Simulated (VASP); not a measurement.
# Cd (P6_3/mmc) in VASP: further runs

The runs below take Cd through electric field gradients, with PBEsol.

All numbers are computed with VASP 6.6.1; they aren't measurements. Logs are shortened: lines on timing, memory, paths and dates and some standing lists are left out, and cuts for length are marked.

### Step 1. The cell of the first run

Symmetry: P6_3/mmc, No. 194, hexagonal system. The conventional cell has a = 2.979 Å, b = 2.979 Å, c = 5.449 Å, α = 90.00°, β = 90.00°, γ = 120.00°. Within 3.9 Å of Cd (site symmetry -6m2) lie 12 Cd at 2.98 to 3.22 Å.

### Step 2. Electric field gradients, PBEsol (zz strain of -3 %)

Input file INCAR:

```
SYSTEM = Cd
ALGO     = Normal         ! electronic algorithm
EDIFF    = 1E-8           ! SCF threshold, eV
ENCUT    = 520            ! plane-wave cutoff, eV
GGA      = PS             ! functional
ISIF     = 2              ! what is computed and relaxed
ISMEAR   = -1             ! smearing method
LASPH    = .TRUE.         ! aspherical terms in the spheres
LCHARG   = .FALSE.        ! write CHGCAR
LEFG     = .TRUE.       
LREAL    = .FALSE.        ! projectors in reciprocal space
LWAVE    = .FALSE.        ! write WAVECAR
NBANDS   = 19             ! bands
NELM     = 60             ! most SCF steps
PREC     = Accurate       ! precision mode
SIGMA    = 0.05           ! smearing width, eV
```

Input file KPOINTS:

```
k-points
0
G
  14 14 7
  0 0 0
```

Input file POSCAR:

```
Cd
1.0
    2.9788725081      0.0000000000      0.0000000000
   -1.4894362540      2.5797792666      0.0000000000
    0.0000000000      0.0000000000      5.4491205000
Cd
2
Direct
    0.3333333333      0.6666666667      0.2500000000
    0.6666666667      0.3333333333      0.7500000000
```

Potentials or basis: VASP PAW PBE potentials, release 64 (Cd).

Run with:

```bash
$ cat potpaw_PBE.64/Cd/POTCAR > POTCAR
$ mpirun -np 1 vasp_std > vasp.out
```

OUTCAR:

```text
SYSTEM = Cd
   EDIFF = 1E-8
   ENCUT = 520
   GGA = PS
   ISIF = 2
   ISMEAR = -1
   LASPH = .TRUE.
   LREAL = .FALSE.
   NELM = 60
   PREC = Accurate

 ion  position               nearest neighbor table
   1  0.333  0.667  0.250-   2 3.22   2 3.22   2 3.22   2 3.22   2 3.22   2 3.22
   2  0.667  0.333  0.750-   1 3.22   1 3.22   1 3.22   1 3.22   1 3.22   1 3.22

  LATTYP: Found a hexagonal cell.
 ALAT       =     2.9788725081
 C/A-ratio  =     1.8292560307

  Lattice vectors:

 A1 = (   2.9788725081,   0.0000000000,   0.0000000000)
 A2 = (  -1.4894362540,   2.5797792666,   0.0000000000)
 A3 = (   0.0000000000,   0.0000000000,   5.4491205000)

Analysis of symmetry for initial positions (statically):
=====================================================================
 Subroutine PRICEL returns:
 Original cell was already a primitive cell.

 Routine SETGRP: Setting up the symmetry group for a
 hexagonal supercell.

 Subroutine GETGRP returns: Found 24 space group operations
 (whereof 12 operations were pure point group operations)
 out of a pool of 24 trial point group operations.

The static configuration has the point symmetry D_3d.
 The point group associated with its full space group is D_6h.

Analysis of symmetry for dynamics (positions and initial velocities):
=====================================================================
 Subroutine PRICEL returns:
 Original cell was already a primitive cell.

 Routine SETGRP: Setting up the symmetry group for a
 hexagonal supercell.

 Subroutine GETGRP returns: Found 24 space group operations
 (whereof 12 operations were pure point group operations)
 out of a pool of 24 trial point group operations.

The dynamic configuration has the point symmetry D_3d.
 The point group associated with its full space group is D_6h.

 Subroutine INISYM returns: Found 24 space group operations
 (whereof 12 operations are pure point group operations),
 and found     1 'primitive' translations

----------------------------------------------------------------------------------------

                                     Primitive cell

  volume of cell :      41.8756

  direct lattice vectors                    reciprocal lattice vectors
     2.978872508  0.000000000  0.000000000     0.335697482  0.193815032  0.000000000
    -1.489436254  2.579779267  0.000000000     0.000000000  0.387630063  0.000000000
     0.000000000  0.000000000  5.449120500     0.000000000  0.000000000  0.183515854

  length of vectors
     2.978872508  2.978872508  5.449120500     0.387630063  0.387630063  0.183515854

  position of ions in fractional coordinates (direct lattice)
     0.333333333  0.666666667  0.250000000
     0.666666667  0.333333333  0.750000000

  ion indices of the primitive-cell ions
   primitive index   ion index
                 1           1
                 2           2

----------------------------------------------------------------------------------------

 KPOINTS: k-points

Automatic generation of k-mesh.
 Grid dimensions read from file:
 generate k-points for:   14   14    7

 Generating k-lattice:

  Cartesian coordinates                     Fractional coordinates (reciprocal lattice)
     0.023978392  0.013843931  0.000000000     0.071428571  0.000000000  0.000000000
     0.000000000  0.027687862  0.000000000     0.000000000  0.071428571  0.000000000
     0.000000000  0.000000000  0.026216551     0.000000000  0.000000000  0.142857143

  Length of vectors
     0.027687862  0.027687862  0.026216551

  Shift w.r.t. Gamma in fractional coordinates (k-lattice)
     0.000000000  0.000000000  0.000000000

 Subroutine IBZKPT returns following result:
 ===========================================

 Found     96 irreducible k-points:

 Following reciprocal coordinates:
            Coordinates               Weight
  0.000000  0.000000  0.000000      1.000000
  0.071429  0.000000  0.000000      6.000000
  0.142857  0.000000  0.000000      6.000000
  0.214286  0.000000  0.000000      6.000000
  0.285714  0.000000  0.000000      6.000000
  0.357143 -0.000000  0.000000      6.000000
[... 16 lines left out ...]
  0.285714  0.285714  0.000000      6.000000
  0.357143  0.285714  0.000000      6.000000
 [... further k-points ...]
   k-points           NKPTS =     96   k-points in BZ     NKDIM =     96   number of bands    NBANDS=     19
   number of dos      NEDOS =    301   number of ions     NIONS =      2
   total plane-waves  NPLWV =  24192
   dimension x,y,z NGX =    24 NGY =   24 NGZ =   42
   dimension x,y,z NGXF=    48 NGYF=   48 NGZF=   84
   ions per type =               2
   NGX,Y,Z   is equivalent  to a cutoff of  13.39, 13.39, 12.81 a.u.
   NGXF,Y,Z  is equivalent  to a cutoff of  26.79, 26.79, 25.63 a.u.
 SYSTEM =  Cd
   PREC   = accura    normal or accurate (medium, high low for compatibility)
   ISTART =      0    job   : 0-new  1-cont  2-samecut
   ICHARG =      2    charge: 1-file 2-atom 10-const
   ISPIN  =      1    spin polarized calculation?
   LNONCOLLINEAR =      F non collinear calculations
   LSORBIT =      F    spin-orbit coupling
   LASPH  =      T    aspherical Exc in radial PAW
   ENCUT  =  520.0 eV  38.22 Ry    6.18 a.u.   5.54  5.54 10.13*2*pi/ulx,y,z
   NELM   =     60;   NELMIN=  2; NELMDL= -5     # of ELM steps
   EDIFF  = 0.1E-07   stopping-criterion for ELM
   LREAL  =      F    real-space projection
   EDIFFG = 0.1E-06   stopping-criterion for IOM
   NSW    =      0    number of steps for IOM
   IBRION =     -1    ionic relax: 0-MD 1-quasi-New 2-CG
   NFREE  =      0    steps in history (QN), initial steepest desc. (CG)
   ISIF   =      2    stress and relaxation
   ISYM   =      2    0-nonsym 1-usesym 2-fastsym
   POTIM  = 0.5000    time-step for ionic-motion
   TEBEG  =    0.0;   TEEND  =   0.0 temperature during run
   PSTRESS=    0.0 pullay stress
   NELECT =      24.0000    total number of electrons
   NUPDOWN=      -1.0000    fix difference up-down
   EMIN   =  10.00;   EMAX   =-10.00  energy-range for DOS
   EFERMI =   0.00;   METHOD = LEGACY
   ISMEAR =    -1;   SIGMA  =   0.05  broadening in eV -4-tet -1-fermi 0-gaus
   EFERMI_NEDOS =   21; number of points for ismear=-14 and -15
   IALGO  =     38    algorithm
   IMIX   =      4    mixing-type and parameters
     AMIX     =   0.40;   BMIX     =  1.00
     AMIX_MAG =   1.60;   BMIX_MAG =  1.00
  volume/ion in A,a.u.               =      20.94       141.30
  Fermi-wavevector in a.u.,A,eV,Ry     =   1.359852  2.569748 25.159856  1.849197
  Thomas-Fermi vector in A             =   2.486564
   LORBIT       =      0    0 simple, 1 ext, 2 COOP (PROOUT), +10 PAW based schemes
   GGA     = PS    functional components
   LHFCALC =     F    Hartree Fock is set to
   AEXX    =    0.0000 exact exchange contribution
   IVDW    =     0    specifies the selected vdW correction
   LEPSILON=     F    determine dielectric tensor
   LRPA    =     F    only Hartree local field effects (RPA)
 non-spin polarized calculation
  energy-cutoff  :      520.00
  volume of cell :       41.88
 maximum number of plane-waves:      1154
 NGX is ok and might be reduce to    24
   NGX = 11   NGY = 11   NGZ = 21

 number of electron      23.9999993 magnetization

 Free energy of the ion-electron system (eV)
  ---------------------------------------------------
  ext. energy  EPLUGINS =         0.00000000
  ---------------------------------------------------
  free energy    TOTEN  =        -2.39516685 eV

  energy without entropy =       -2.39053560  energy(sigma->0) =       -2.39285123

 E-fermi :   3.0428     XC(G=0): -11.3802

 val. band max:        2.9891319713   @ k =   0.3571   0.1429   0.1429
 cond. band min:       3.0584958413   @ k =   0.2857   0.1429   0.0000
 fundamental gap:      0.0693638699
 Fermi energy:         3.0428201991

 k-point     1 :       0.0000    0.0000    0.0000
  band No.  band energies     occupation
      1      -6.9154      2.00000
      2      -6.5815      2.00000
      3      -6.2376      2.00000
      4      -6.2376      2.00000
      5      -6.1731      2.00000
      6      -6.1731      2.00000
[... 11 lines left out ...]
     18      18.7032      0.00000
     19      18.9478      0.00000
[... 485 lines left out ...]
 k-point    24 :       0.3571    0.2857    0.0000
  band No.  band energies     occupation
      1      -6.6036      2.00000
      2      -6.3762      2.00000
      3      -6.2517      2.00000
      4      -6.1822      2.00000
      5      -6.1488      2.00000
      6      -6.0400      2.00000
[... 11 lines left out ...]
     18       9.2212      0.00000
     19      11.1218      0.00000

 [... further k-points ...]

------------------------ aborting loop because EDIFF is reached ----------------------------------------

  FORCE on cell =-STRESS in cart. coord.  units (eV):
  Direction    XX          YY          ZZ          XY          YZ          ZX
  --------------------------------------------------------------------------------------
  -------------------------------------------------------------------------------------
  Total        0.0777218      0.0777218     -0.0327912      0.0000000      0.0000000     -0.0000000
  in kB        2.9736683      2.9736683     -1.2546061      0.0000000      0.0000000     -0.0000000
  external PRESSURE =       1.5642435 kB  Pullay stress =       0.0000000 kB

 VOLUME and BASIS-vectors are now :
 -----------------------------------------------------------------------------
  energy-cutoff  :      520.00
  volume of cell :       41.88
      direct lattice vectors                 reciprocal lattice vectors
     2.978872508  0.000000000  0.000000000     0.335697482  0.193815032  0.000000000
    -1.489436254  2.579779267  0.000000000     0.000000000  0.387630063  0.000000000
     0.000000000  0.000000000  5.449120500     0.000000000  0.000000000  0.183515854

 POSITION                                       TOTAL-FORCE (eV/Angst)
 -----------------------------------------------------------------------------------
     -0.00000      1.71985      1.36228         0.000000      0.000000      0.000000
      1.48944      0.85993      4.08684        -0.000000     -0.000000     -0.000000
 -----------------------------------------------------------------------------------
    total drift:                               -0.000000      0.000000      0.000000

  FREE ENERGIE OF THE ION-ELECTRON SYSTEM (eV)
  ---------------------------------------------------
  free  energy   TOTEN  =        -2.3951668483 eV

  energy  without entropy=       -2.3905356019  energy(sigma->0) =       -2.39285123

 Electric field gradients (V/A^2)
---------------------------------------------------------------------
 ion       V_xx      V_yy      V_zz      V_xy      V_xz      V_yz
---------------------------------------------------------------------
   1     -33.932   -33.931    67.863     0.001     0.000    -0.000
   2     -33.932   -33.931    67.863     0.001    -0.000     0.000
---------------------------------------------------------------------

 Electric field gradients after diagonalization (V/A^2)
 (convention: |V_zz| > |V_xx| > |V_yy|)
----------------------------------------------------------------------
 ion       V_xx      V_yy      V_zz     asymmetry (V_yy - V_xx)/ V_zz
----------------------------------------------------------------------
   1     -33.933   -33.930    67.863       0.000
   2     -33.933   -33.930    67.863       0.000
----------------------------------------------------------------------

           NMR quadrupolar parameters

 Cq : quadrupolar parameter    Cq=e*Q*V_zz/h
 eta: asymmetry parameters     (V_yy - V_xx)/ V_zz
 Q  : nuclear electric quadrupole moment in mb (millibarn)
----------------------------------------------------------------------
 ion       Cq(MHz)       eta       Q (mb)
----------------------------------------------------------------------
   1       0.164       0.000       1.000
   2       0.164       0.000       1.000
----------------------------------------------------------------------
```

Wall time 40 s (1 thread of AMD EPYC 9R14 (Zen 4), shared host); peak memory 0.17 GiB.

What came out:

```
Free energy                             : -2.3952 eV
Pressure                                : 0.2 GPa
Band gap on the k mesh                  : zero (bands 12 and 13 overlap by 3.83 eV)
Largest electric field gradient by atom : Cd +67.9 V/Å²
```

Stress tensor (GPa, compression positive):
```
 0.30  0.00  0.00
 0.00  0.30  0.00
 0.00  0.00 -0.13
```

Electric field gradients, principal values (V/Å²):
| atom | least | middle | greatest (by size) |
| --- | --- | --- | --- |
| 1 Cd | -33.930 | -33.933 | 67.863 |
| 2 Cd | -33.930 | -33.933 | 67.863 |

Caveat: the cell differs from its parent crystal (zz strain of -3 %); without QUAD_EFG the Cq values of the log hold for a quadrupole moment of 1 mb, not for the nuclei; the PAW data sets were made with another functional, which shifts forces and pressure a little.

### Step 3. Electric field gradients, PBEsol (zz strain of -3 %)

Input file INCAR:

```
ALGO = Normal ; EDIFF = 1E-8
ENCUT = 520 ; GGA = PS
ISIF = 2 ; ISMEAR = -1
LASPH = T ; LCHARG = F
LEFG = T ; LREAL = F
LWAVE = F ; NBANDS = 19
NELM = 100 ; PREC = Accurate
SIGMA = 0.05
```

Input file KPOINTS:

```
k-points
0
Gamma
  14 14 7
```

POSCAR is that of step 2.

Potentials or basis: VASP PAW PBE potentials, release 64 (Cd).

Run with:

```bash
$ cat potpaw_PBE.64/Cd/POTCAR > POTCAR
$ mpirun -np 1 vasp_std > vasp.out
```

OUTCAR:

```text
EDIFF = 1E-8
   ENCUT = 520
   GGA = PS
   ISIF = 2
   ISMEAR = -1
   LASPH = T
   LREAL = F
   NELM = 100
   PREC = Accurate

 ion  position               nearest neighbor table
   1  0.333  0.667  0.250-   2 3.22   2 3.22   2 3.22   2 3.22   2 3.22   2 3.22
   2  0.667  0.333  0.750-   1 3.22   1 3.22   1 3.22   1 3.22   1 3.22   1 3.22

  LATTYP: Found a hexagonal cell.
 ALAT       =     2.9788725081
 C/A-ratio  =     1.8292560307

  Lattice vectors:

 A1 = (   2.9788725081,   0.0000000000,   0.0000000000)
 A2 = (  -1.4894362540,   2.5797792666,   0.0000000000)
 A3 = (   0.0000000000,   0.0000000000,   5.4491205000)

Analysis of symmetry for initial positions (statically):
=====================================================================
 Subroutine PRICEL returns:
 Original cell was already a primitive cell.

 Routine SETGRP: Setting up the symmetry group for a
[... 719 lines left out ...]
  energy-cutoff  :      520.00
  volume of cell :       41.88
      direct lattice vectors                 reciprocal lattice vectors
     2.978872508  0.000000000  0.000000000     0.335697482  0.193815032  0.000000000
    -1.489436254  2.579779267  0.000000000     0.000000000  0.387630063  0.000000000
     0.000000000  0.000000000  5.449120500     0.000000000  0.000000000  0.183515854

 POSITION                                       TOTAL-FORCE (eV/Angst)
 -----------------------------------------------------------------------------------
     -0.00000      1.71985      1.36228         0.000000      0.000000      0.000000
      1.48944      0.85993      4.08684        -0.000000     -0.000000     -0.000000
 -----------------------------------------------------------------------------------
    total drift:                               -0.000000      0.000000      0.000000

  FREE ENERGIE OF THE ION-ELECTRON SYSTEM (eV)
  ---------------------------------------------------
  free  energy   TOTEN  =        -2.3951668483 eV

  energy  without entropy=       -2.3905356019  energy(sigma->0) =       -2.39285123

 Electric field gradients (V/A^2)
---------------------------------------------------------------------
 ion       V_xx      V_yy      V_zz      V_xy      V_xz      V_yz
---------------------------------------------------------------------
   1     -33.932   -33.931    67.863     0.001     0.000    -0.000
   2     -33.932   -33.931    67.863     0.001    -0.000     0.000
---------------------------------------------------------------------

 Electric field gradients after diagonalization (V/A^2)
 (convention: |V_zz| > |V_xx| > |V_yy|)
----------------------------------------------------------------------
 ion       V_xx      V_yy      V_zz     asymmetry (V_yy - V_xx)/ V_zz
----------------------------------------------------------------------
   1     -33.933   -33.930    67.863       0.000
   2     -33.933   -33.930    67.863       0.000
----------------------------------------------------------------------

           NMR quadrupolar parameters

 Cq : quadrupolar parameter    Cq=e*Q*V_zz/h
 eta: asymmetry parameters     (V_yy - V_xx)/ V_zz
 Q  : nuclear electric quadrupole moment in mb (millibarn)
----------------------------------------------------------------------
 ion       Cq(MHz)       eta       Q (mb)
----------------------------------------------------------------------
   1       0.164       0.000       1.000
   2       0.164       0.000       1.000
----------------------------------------------------------------------
```

OSZICAR:

```text
N       E                     dE             d eps       ncg     rms          rms(c)
DAV:   1     0.173198515596E+03    0.17320E+03   -0.13168E+04  3648   0.128E+03
DAV:   2     0.131178520995E+01   -0.17189E+03   -0.16594E+03  3789   0.332E+02
DAV:   3    -0.257320782993E+01   -0.38850E+01   -0.38775E+01  4205   0.571E+01
DAV:   4    -0.257974200187E+01   -0.65342E-02   -0.65337E-02  4045   0.221E+00
DAV:   5    -0.257976129706E+01   -0.19295E-04   -0.19295E-04  4010   0.119E-01    0.472E+00
DAV:   6    -0.240912018081E+01    0.17064E+00   -0.39407E-01  4008   0.778E+00    0.376E+00
DAV:   7    -0.239693587479E+01    0.12184E-01   -0.32029E-02  4004   0.167E+00    0.199E+00
DAV:   8    -0.239513241072E+01    0.18035E-02   -0.33732E-03  3921   0.725E-01    0.982E-02
DAV:   9    -0.239514613791E+01   -0.13727E-04   -0.21068E-05  4076   0.497E-02    0.444E-02
DAV:  10    -0.239516703872E+01   -0.20901E-04   -0.14629E-05  3992   0.406E-02    0.340E-03
DAV:  11    -0.239516696379E+01    0.74927E-07   -0.13731E-07  3994   0.377E-03    0.136E-03
DAV:  12    -0.239516682947E+01    0.13432E-06   -0.44884E-09  2692   0.597E-04    0.101E-03
DAV:  13    -0.239516684427E+01   -0.14797E-07   -0.59722E-10  2100   0.264E-04    0.218E-04
DAV:  14    -0.239516684826E+01   -0.39872E-08   -0.39159E-11  2070   0.659E-05
   1 F= -.23951668E+01 E0= -.23928512E+01  d E =-.463125E-02
```

Wall time 39 s (1 thread of AMD EPYC 9R14 (Zen 4), shared host); peak memory 0.17 GiB.

What came out:

```yaml
Free_energy: -2.3952 eV
Pressure: 0.2 GPa
Band_gap_on_the_k_mesh: zero (bands 12 and 13 overlap by 3.83 eV)
Largest_electric_field_gradient_by_atom: Cd +67.9 V/Å²
```

Electric field gradients, principal values (V/Å²):
```tsv
atom	least	middle	greatest (by size)
1 Cd	-33.930	-33.933	67.863
2 Cd	-33.930	-33.933	67.863
```

Caveat: the cell differs from its parent crystal (zz strain of -3 %); without QUAD_EFG the Cq values of the log hold for a quadrupole moment of 1 mb, not for the nuclei; the PAW data sets were made with another functional, which shifts forces and pressure a little.

[end of part 1 of 2]

The gap in the log of VASP goes by the Fermi energy; the results here count the filled bands.